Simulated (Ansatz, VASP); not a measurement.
## Two plane-wave programs on CaMg

```
CELL_PARAMETERS angstrom
3.76181 0.00000 0.00000
0.00000 3.76181 0.00000
0.00000 0.00000 3.76181
ATOMIC_POSITIONS crystal
Ca 0.00428 0.00000 0.00000
Mg 0.49295 0.50000 0.50000
```

Change from the starting cell: mode 4 frozen in at -0.027 Å, equal normal strain along x, y and z -0.0250.

Alike in both runs: task single point; functional LDA; k mesh 12 × 12 × 12; occupations gaussian, width 0.15 eV; no spin polarisation.

```csv
,VASP,Ansatz
version,VASP 6.6.1,Ansatz 0.2.0
potentials or method,"VASP PAW LDA potentials, release 64 (Ca_sv, Mg), cutoff 520 eV","scalar-relativistic, plane waves, PAW"
valence electrons in the cell,12,20
```

Ansatz gave:

```
gap on the k mesh at the Fermi level (eV) : none
pressure (GPa)                            : 2.6
rms of the force components (eV/Å)        : 0.075
```

Task: Estimate VASP's values.

Result: gap on the k mesh at the Fermi level (eV): none; pressure (GPa): 2.4; rms of the force components (eV/Å): 0.076.

LDA's correlation is that of Perdew and Zunger in VASP and of Perdew and Wang (1992) in Ansatz. Atom by atom the forces differ by 0.001 eV/Å (rms over components). A gap of «none» marks a metal or a gap that the smearing closes. VASP's potentials hold 12 valence electrons a cell and Ansatz's 20, so a difference there can come from the potentials and not from the codes.
